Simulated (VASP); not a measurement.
# Mn: single point with LDA

Mn:

```xyz
1
Lattice="2.2877 0.0000 0.0000 0.0000 2.2877 0.0000 0.0000 0.0000 2.2877" Properties=species:S:1:pos:R:3 pbc="T T T"
Mn    0.0000    0.0000    0.0000
```

This cell differs from its parent crystal: volume scaled by 1.08.

| Property | Result |
| --- | --- |
| Program | VASP 6.6.1 |
| Task | single point |
| Functional | LDA |
| Potentials or basis | VASP PAW LDA potentials, release 64 (Mn_pv) |
| Cutoff | 520 eV |
| k mesh | 16 × 16 × 16 |
| Occupations | fermi-dirac, width 0.1 eV |
| Spin | no spin polarisation |

```yaml
Pressure: -16.0 GPa
```

Levels at points of the mesh, in eV from the Fermi level:
```
           k point  band 4  band 5  band 6  band 7  band 8  band 9
(0.00, 0.00, 0.00)   -7.89   -3.62   -3.62    1.64    1.64    1.64
(0.50, 0.00, 0.00)   -3.59   -2.91   -0.92   -0.17   -0.17    1.80
(0.50, 0.50, 0.00)   -4.87   -2.22    0.21    0.21    2.92    6.07
(0.50, 0.50, 0.50)   -3.37   -3.37   -3.37    3.02    3.02   12.14
```

It took 11 s on 1 thread of AMD EPYC 9R45 96-Core Processor (Zen 5) (shared host), peak memory 0.1 GiB.

Caveat: the run has no spin polarisation, though such a crystal can be magnetic. Spin polarisation is off, so any magnetic state and its effect on volume and gap are missing.
